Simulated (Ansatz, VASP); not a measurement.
## Two plane-wave programs on TiAl

```
Ti Al
1.0
     2.80891    0.00000    0.00000
     0.00000    3.50324    0.00000
     0.00000    0.00000    3.15608
Ti Al
1 1
Direct
  0.00000 0.00000 0.00000
  0.50000 0.50000 0.50000
```

Change from the starting cell: normal strain along x -0.1100, normal strain along y +0.1100.

Alike in both runs: task single point; functional PBEsol; k mesh 14 × 14 × 14; occupations gaussian, width 0.15 eV; no spin polarisation.

```csv
,VASP,Ansatz
version,VASP 6.6.1,Ansatz 0.2.0
potentials or method,"VASP PAW PBE potentials, release 64 (Ti_sv, Al), cutoff 520 eV","scalar-relativistic, plane waves, PAW"
valence electrons in the cell,15,15
```

|  | VASP | Ansatz | Ansatz less VASP |
| --- | --- | --- | --- |
| gap on the k mesh at the Fermi level (eV) | none | none | - |
| pressure (GPa) | 2.3 | 2.2 | -0.09 |
| traceless stress, the component that is largest in VASP (GPa) | -6.11 | -6.12 | -0.007 |

VASP's potentials were made for PBE, not for PBEsol, and Ansatz warns of the same on its side. A gap of «none» marks a metal or a gap that the smearing closes.
